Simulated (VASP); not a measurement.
Set up this calculation in VASP 6.6.1, as the native input.

```yaml
Task: single point
Functional: PBEsol
Potentials_or_basis: VASP PAW PBE potentials, release 64 (Mo_sv, S)
Cutoff: 520 eV
k_mesh: 12 × 12 × 4
Occupations: methfessel-paxton, width 0.14 eV
Spin: no spin polarisation
Dipole_correction: no
Further_INCAR_settings: ALGO = Normal; EDIFF = 1e-07; NBANDS = 35
```

The structure of MoS2 lies in POSCAR:

```
MoS2
1.0
    3.0643430175      0.0000000000      0.0000000000
   -1.5321715088      2.6537988990      0.0000000000
    0.0000000000      0.0000000000     12.2609640074
Mo S
2 4
Direct
    0.3333333333      0.6666666667      0.2500000000
    0.6666666667      0.3333333333      0.7500000000
    0.3333333333      0.6666666667      0.6259932117
    0.6666666667      0.3333333333      0.1259932117
    0.3333333333      0.6666666667      0.8740067883
    0.6666666667      0.3333333333      0.3740067883
```

This cell differs from its parent crystal: volume 16.618 Å^3 an atom, c/a of the conventional cell 4.0012.

The input as run:

INCAR

```
SYSTEM = MoS2
PREC     = Accurate       ! precision mode
ENCUT    = 520            ! plane-wave cutoff, eV
EDIFF    = 1E-7           ! SCF threshold, eV
ISMEAR   = 1              ! smearing method
SIGMA    = 0.14           ! smearing width, eV
LREAL    = .FALSE.        ! projectors in reciprocal space
LASPH    = .TRUE.         ! aspherical terms in the spheres
NELM     = 100            ! most SCF steps
ALGO     = Normal         ! electronic algorithm
ISIF     = 2              ! what is computed and relaxed
LWAVE    = .FALSE.        ! write WAVECAR
LCHARG   = .TRUE.         ! write CHGCAR
GGA      = PS             ! functional
LELF     = .TRUE.         ! ELF
LVHAR    = .TRUE.       
NBANDS   = 35             ! bands
```

KPOINTS

```
Automatic mesh
0
G
  12 12 4
  0 0 0
```

Potentials or basis: VASP PAW PBE potentials, release 64 (Mo_sv, S).

The run is started by

```bash
$ cat potpaw_PBE.64/Mo_sv/POTCAR potpaw_PBE.64/S/POTCAR > POTCAR
$ mpirun -np 1 vasp_std > vasp.out
```

It gave:

```json
{
  "Pressure": "13.5 GPa",
  "Largest force": "1.403 eV/Å",
  "Band gap on the k mesh": "0.94 eV, indirect (least direct gap 1.92 eV)"
}
```

Caveat: the PAW data sets were made with another functional, which shifts forces and pressure a little; this functional lacks dispersion, which binds the layers, so the pressure and a relaxed spacing across them are unreliable.

Wall time 2.8 min on 1 thread of Intel(R) Xeon(R) Platinum 8259CL CPU @ 2.50GHz (Skylake/Cascade Lake) (shared host), peak memory 0.32 GiB.
